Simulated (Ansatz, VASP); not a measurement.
P in VASP and in Ansatz

File POSCAR:

```
P
1.0
    1.7257251800      0.9963478972      3.1296800133
   -1.7257251800      0.9963478972      3.1296800133
    0.0000000000     -1.9926957944      3.1296800133
P
2
Direct
    0.7729197500      0.7729197500      0.7729197500
    0.2270802500      0.2270802500      0.2270802500
```

INCAR.step1

```
SYSTEM = P
PREC     = Accurate       ! precision mode
ENCUT    = 440            ! plane-wave cutoff, eV
EDIFF    = 1E-5           ! SCF threshold, eV
ISMEAR   = -1             ! smearing method
SIGMA    = 0.01           ! smearing width, eV
LREAL    = .False.        ! projectors in reciprocal space
LASPH    = .True.         ! aspherical terms in the spheres
NELM     = 120            ! most SCF steps
ALGO     = Normal         ! electronic algorithm
ISIF     = 2              ! what is computed and relaxed
LWAVE    = .True.         ! write WAVECAR
NBANDS   = 12             ! bands
GGA      = PE             ! functional
GGA_COMPAT= .False.
```

INCAR.step2

```
SYSTEM = P
PREC     = Accurate       ! precision mode
ENCUT    = 440            ! plane-wave cutoff, eV
EDIFF    = 1E-6           ! SCF threshold, eV
ISMEAR   = -1             ! smearing method
SIGMA    = 0.01           ! smearing width, eV
LREAL    = .False.        ! projectors in reciprocal space
LASPH    = .True.         ! aspherical terms in the spheres
NELM     = 120            ! most SCF steps
ALGO     = Normal         ! electronic algorithm
ISIF     = 2              ! what is computed and relaxed
LWAVE    = .False.        ! write WAVECAR
LCHARG   = .True.         ! write CHGCAR
METAGGA  = R2SCAN         ! meta-GGA
LHFCALC  = .True.         ! exact exchange
AEXX     = 0.25           ! exact-exchange fraction
LMIXTAU  = .True.       
PRECFOCK = Normal       
LELF     = .True.         ! ELF
LVHAR    = .True.       
NBANDS   = 12             ! bands
ISTART   = 1            
GGA_COMPAT= .False.
```

File KPOINTS:

```
regular mesh
0
Gamma
  6 6 6
  0 0 0
```

The input input.yaml:

```yaml
crystal:
  lattice: { a: 3.45145036, b: 3.45145036, c: 9.38904004, alpha: 90.0, beta: 90.0, gamma: 120.0 }
  space_group: 166
  reduce_to_primitive: true
  atoms:
    - { symbol: P, wyckoff: "6c", position: [0.0, 0.0, 0.77291975] }
hamiltonian:
  xc: r2scan0
  pseudopotentials: { kind: paw, source: ansatz }
kpoints:
  mp_grid: { grid: [6, 6, 6] }
scf:
  occupations: { method: fermi_dirac, width: 0.01 }
output:
  forces: true
  stress: true
  eigenvalues: true
```

Alike in both runs: task single point; functional r2SCAN0; k mesh 6 × 6 × 6; occupations fermi-dirac, width 0.01 eV; no spin polarisation.

```csv
,VASP,Ansatz
version,VASP 6.6.1,Ansatz 0.2.0
potentials or method,"VASP PAW PBE potentials, release 64 (P)",Ansatz PAW earlier set
plane-wave cutoff (eV),440,600
valence electrons in the cell,10,10
```

VASP gave:

```
gap on the k mesh at the Fermi level (eV)                     : none
pressure (GPa)                                                : -3.0
traceless stress, the component that is largest in VASP (GPa) : 0.37
rms of the force components (eV/Å)                            : 0.340
```

Task: Which values does Ansatz return?

Result: gap on the k mesh at the Fermi level (eV): none; pressure (GPa): -2.1; traceless stress, the component that is largest in VASP (GPa): 0.28; rms of the force components (eV/Å): 0.286.

VASP's potentials were made for PBE, not for r2SCAN0. Atom by atom the forces differ by 0.053 eV/Å (rms over components). A gap of «none» marks a metal or a gap that the smearing closes. The functional is the same, so the differences come from potentials, cutoffs and numerics.

The k mesh is coarse, so the values compare programs but aren't converged.
